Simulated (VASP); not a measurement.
Here is a VASP 6.6.1 calculation.

The input INCAR:

```
PREC = Accurate ; ENCUT = 520
EDIFF = 1E-6 ; ISMEAR = 0
SIGMA = 0.1 ; LREAL = False
LASPH = True ; NELM = 80
ALGO = Fast ; ISIF = 2
LWAVE = False ; LCHARG = True
GGA = PE ; LELF = True
LVHAR = True ; NBANDS = 25
```

KPOINTS

```
regular mesh
0
Gamma
  14 14 14
```

The input POSCAR:

```
SiNi3
1.0
    3.5588535429      0.0000000000      0.0000000000
    0.0000000000      3.5588535429      0.0000000000
    0.0000000000      0.0000000000      3.5588535429
Si Ni
1 3
Direct
    0.0000000000      0.0000000000      0.0000000000
    0.0000000000      0.5000000000      0.5000000000
    0.5000000000      0.0000000000      0.5000000000
    0.5000000000      0.5000000000      0.0000000000
```

Potentials or basis: VASP PAW PBE potentials, release 64 (Si, Ni).

Run with:

```bash
$ cat potpaw_PBE.64/Si/POTCAR potpaw_PBE.64/Ni/POTCAR > POTCAR
$ mpirun -np 1 vasp_std > vasp.out
```

Estimate the pressure.

-8.4 GPa.

What does it give for the band gap on the k mesh?

Zero (band 17 reaches 10.03 eV, above the bottom of band 18 at 9.80 eV).

Caveat: the cell differs from its parent crystal (equal strain along all axes, cell held: +1.5 %). Spin polarisation is off, so any magnetic state and its effect on volume and gap are missing.
